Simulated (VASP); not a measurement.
As, 2 atoms in the cell. The structure is trigonal, space group R-3m (No. 166). Conventional cell: a = 3.762 Å, b = 3.762 Å, c = 10.542 Å, α = 90.00°, β = 90.00°, γ = 120.00°. Within 3.3 Å of As (site symmetry 3m) lie 6 As at 2.51 to 3.14 Å. 

* Program: VASP 6.6.1
* Task: relaxation of cell and atoms
* Functional: PBEsol
* Potentials or basis: VASP PAW PBE potentials, release 64 (As)
* Cutoff: 600 eV
* k mesh: 9 × 9 × 9
* Occupations: fermi-dirac, width 0.05 eV
* Spin: no spin polarisation
* Dipole correction: no
* Further INCAR settings: ALGO = Normal; EDIFF = 1e-06; IBRION = 2; EDIFFG = -0.01; NSW = 60; ISIF = 3

Potentials or basis: VASP PAW PBE potentials, release 64 (As).

Run with:

```sh
$ cat potpaw_PBE.64/As/POTCAR > POTCAR
$ mpirun -np 1 vasp_std > vasp.out
```

Hardware: 1 thread of Intel(R) Xeon(R) 6975P-C (Granite Rapids) (shared host).

Problem. Estimate the wall time of this run.

Solution. Wall time 110 s on 1 thread of Intel(R) Xeon(R) 6975P-C (Granite Rapids), on a shared host, peak memory 0.21 GiB. Counts: scf iterations 63, k points 85, ion steps 12.
